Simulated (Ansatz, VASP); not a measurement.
# Ti: VASP beside Ansatz

```
Ti
1.0
    -1.60750    1.60750    1.60750
     1.60750   -1.60750    1.60750
     1.60750    1.60750   -1.60750
Ti
1
Direct
  0.00000 0.00000 0.00000
```

Alike in both runs: task single point; functional r2SCAN; k mesh 11 × 11 × 11; occupations fermi-dirac, width 0.05 eV; no spin polarisation.

|  | VASP | Ansatz |
| --- | --- | --- |
| version | VASP 6.6.1 | Ansatz 0.2.0 |
| potentials or method | VASP PAW PBE potentials, release 64 (Ti_sv) | Ansatz PAW |
| plane-wave cutoff (eV) | 520 | 500 |
| valence electrons in the cell | 12 | 12 |

VASP gave:

```
gap on the k mesh at the Fermi level (eV) : none
pressure (GPa)                            : 4.5
```

Estimate Ansatz's values.

gap on the k mesh at the Fermi level (eV): none; pressure (GPa): 4.1.

VASP's potentials were made for PBE, not for r2SCAN. A gap of «none» marks a metal or a gap that the smearing closes.
